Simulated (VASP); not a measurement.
The system is Si.

```
Si
1.0
     2.34520   -3.60006    0.00000
     2.34520    3.60006    0.00000
     0.00000    0.00000    5.96155
Si
6
Cartesian
  2.3452 0.0000 1.1407
  2.3452 0.0000 4.8209
  1.1726 1.8000 4.1215
  1.1726 -1.8000 1.8401
  1.1726 -1.8000 4.1215
  1.1726 1.8000 1.8401
```

The cell was built from a structure type or drawn by symmetry, and may not be a known phase.

| Property | Result |
| --- | --- |
| Program | VASP 6.6.1 |
| Task | relaxation of cell and atoms |
| Functional | PBE |
| Potentials or basis | VASP PAW PBE potentials, release 64 (Si) |
| Cutoff | 600 eV |
| k mesh | 4 × 4 × 4 |
| Occupations | gaussian, width 0.1 eV |
| Spin | no spin polarisation |

At the start: pressure 22.8 GPa; volume 16.78 Å³/atom.

Task: How do energy, volume and symmetry change on relaxing?

Result: Over 7 steps the energy falls by 233.9 meV/atom and the volume is 20.38 Å³/atom (+21.5 %); space group Cmmm (No. 65, to 0.1 Å) before and after.

Step by step:
| step | energy change (eV) | largest force (eV/Å) | pressure (GPa) | volume (Å³) |
| --- | --- | --- | --- | --- |
| 1 | 0.0000 | 1.2015 | 22.82 | 100.67 |
| 2 | -0.8693 | 0.8971 | -7.12 | 139.47 |
| 3 | -1.3924 | 0.3093 | 0.29 | 121.81 |
| 4 | -1.3923 | 0.2887 | 0.57 | 121.36 |
| 5 | -1.3986 | 0.1866 | -0.14 | 122.33 |
| 6 | -1.4011 | 0.0691 | 0.09 | 121.99 |
| 7 | -1.4033 | 0.0176 | -0.05 | 122.28 |

Final structure:
```yaml
crystal:
  lattice:
    - [2.50225, -3.91825, 0.00000]
    - [2.50225, 3.91825, 0.00000]
    - [0.00000, 0.00000, 6.23596]
  atoms:
    - { symbol: Si, position: [0.50000, 0.50000, 0.18703] }
    - { symbol: Si, position: [0.50000, 0.50000, 0.81297] }
    - { symbol: Si, position: [0.00000, 0.50000, 0.69065] }
    - { symbol: Si, position: [0.50000, 0.00000, 0.30935] }
    - { symbol: Si, position: [0.50000, 0.00000, 0.69065] }
    - { symbol: Si, position: [0.00000, 0.50000, 0.30935] }
```

Caveat: the k points lie up to 0.37 Å⁻¹ apart in the final cell, too coarse for converged energies and pressures of a metal; the volume moved by over 15 % at a fixed basis, so the end points are rough.
